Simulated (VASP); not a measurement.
PtSe2: single point with PBE

Crystal: PtSe2.

```
Pt Se
1.0
     3.69114    0.00000    0.00000
    -1.84557    3.19662    0.00000
     0.00000    0.00000    6.74267
Pt Se
1 2
Direct
  0.00000 0.00000 0.00000
  0.33333 0.66667 0.20019
  0.66667 0.33333 0.79981
```

This cell differs from its parent crystal: ratio of the length along z to the lengths across it x 1.05, volume and fractional coordinates fixed.

* Program: VASP 6.6.1
* Task: single point
* Functional: PBE
* Potentials or basis: VASP PAW PBE potentials, release 64 (Pt, Se)
* Cutoff: 520 eV
* k mesh: 12 × 12 × 6
* Occupations: gaussian, width 0.05 eV
* Spin: no spin polarisation
* Dipole correction: no
* Further INCAR settings: ALGO = Normal; EDIFF = 1e-07; NBANDS = 18

- Pressure: 1.0 GPa
- Largest force: 0.109 eV/Å
- Band gap on the k mesh: 1.04 eV, indirect (least direct gap 1.24 eV)

Forces on the atoms (eV/Å):
```
Pt   0.000  0.000  0.000
Se   0.000  0.000 -0.109
Se   0.000  0.000  0.109
```

Stress tensor (GPa, compression positive):
```
 1.74  0.00  0.00
 0.00  1.74  0.00
 0.00  0.00 -0.60
```

Levels at points of the mesh, in eV from the valence-band top:
```
           k point  band 8  band 9  band 10  band 11  band 12  band 13  band 14  band 15
(0.00, 0.00, 0.00)   -1.57   -0.27    -0.01    -0.01     2.84     2.84     4.35     5.46
(0.50, 0.00, 0.00)   -2.32   -1.96    -1.79    -1.79     2.17     2.64     4.79     6.15
(0.00, 0.00, 0.50)   -1.29   -1.27    -0.03    -0.03     2.89     2.89     5.50     6.06
(0.50, 0.00, 0.50)   -2.32   -1.99    -1.75    -1.40     2.41     2.52     4.44     5.82
```

It took 2.3 min on 1 thread of Intel(R) Xeon(R) Platinum 8259CL CPU @ 2.50GHz (Skylake/Cascade Lake), with other jobs on the host, peak memory 0.28 GiB.

Caveat: spin-orbit coupling is left out, which moves the levels of the heavy elements; this functional lacks dispersion, which binds the layers, so the pressure and a relaxed spacing across them are unreliable. A k mesh can miss the band edges.
